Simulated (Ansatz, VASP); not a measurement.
**CaSe in VASP and in Ansatz**

Contents of INCAR:

```
PREC = Accurate
ENCUT = 520
EDIFF = 1E-6
ISMEAR = 0
SIGMA = 0.05
LREAL = F
LASPH = T
NELM = 80
ALGO = Normal
ISIF = 2
LWAVE = F
LCHARG = F
NBANDS = 15
```

Contents of KPOINTS:

```
Automatic mesh
0
Gamma
  8 8 8
```

The input POSCAR:

```
CaSe
1.0
    0.0000000000      3.2467648845      3.4091031287
    3.2467648845      0.0000000000      3.4091031287
    3.2467648845      3.2467648845      0.0000000000
Ca Se
1 1
Direct
    0.0000000000      0.0000000000      0.0000000000
    0.7500000000      0.7500000000      0.7500000000
```

Input for Ansatz:

```yaml
crystal:
  lattice:
    - [0.0, 3.2467648845, 3.4091031287]
    - [3.2467648845, 0.0, 3.4091031287]
    - [3.2467648845, 3.2467648845, 0.0]
  atoms:
    - { symbol: Ca, position: [0.0, 0.0, 0.0] }
    - { symbol: Se, position: [0.75, 0.75, 0.75] }
basis:
  ecutwfc: 420
kpoints:
  mp_grid: { grid: [8, 8, 8] }
hamiltonian:
  xc: lda
scf:
  occupations: { method: gaussian, width: 0.05 }
output:
  forces: true
  stress: true
  eigenvalues: true
```

Alike in both runs: task single point; functional LDA; k mesh 8 × 8 × 8; occupations gaussian, width 0.05 eV; no spin polarisation.

|  | VASP | Ansatz |
| --- | --- | --- |
| version | VASP 6.6.1 | Ansatz 0.2.0 |
| potentials or method | VASP PAW LDA potentials, release 64 (Ca_sv, Se), cutoff 520 eV | scalar-relativistic, plane waves, PAW |
| valence electrons in the cell | 16 | 26 |

VASP gave:

* gap on the k mesh at the Fermi level (eV): 2.81
* least direct gap on the mesh (eV): 2.95
* pressure (GPa): -2.6
* traceless stress, the component that is largest in VASP (GPa): -0.32

Problem. What did Ansatz give for the same quantities?

Solution. gap on the k mesh at the Fermi level (eV): 2.80; least direct gap on the mesh (eV): 2.94; pressure (GPa): -2.7; traceless stress, the component that is largest in VASP (GPa): -0.33.

LDA's correlation is that of Perdew and Zunger in VASP and of Perdew and Wang (1992) in Ansatz. VASP's potentials hold 16 valence electrons a cell and Ansatz's 26, so a difference there can come from the potentials and not from the codes.
